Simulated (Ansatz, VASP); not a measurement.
## One calculation of Mg, two programs

```
Mg
1.0
    -2.76221    2.76221    1.50684
     2.76221   -2.76221    1.50684
     2.76221    2.76221   -1.50684
Mg
2
Direct
  0.00000 0.00000 0.00000
  0.75000 0.25000 0.50000
```

Alike in both runs: task relaxation of cell and atoms; functional PBEsol; k mesh 20 × 20 × 20; occupations gaussian, width 0.1 eV; no spin polarisation.

|  | VASP | Ansatz |
| --- | --- | --- |
| version | VASP 6.6.1 | Ansatz 0.2.0 |
| potentials or method | VASP PAW PBE potentials, release 64 (Mg), cutoff 600 eV | scalar-relativistic, plane waves, PAW |
| valence electrons in the cell | 4 | 20 |

|  | VASP | Ansatz | Ansatz less VASP |
| --- | --- | --- | --- |
| gap on the k mesh at the Fermi level, each at its own relaxed structure (eV) | none | none | - |
| relaxed volume (Å³/atom) | 25.11 | 25.14 | +0.023 |
| relaxed length of the cell vector where the two differ most in proportion (Å) | 4.352 | 4.353 | +0.0013 |

VASP's potentials were made for PBE, not for PBEsol. A gap of «none» marks a metal or a gap that the smearing closes. VASP's potentials hold 4 valence electrons a cell and Ansatz's 20, so a difference there can come from the potentials and not from the codes.
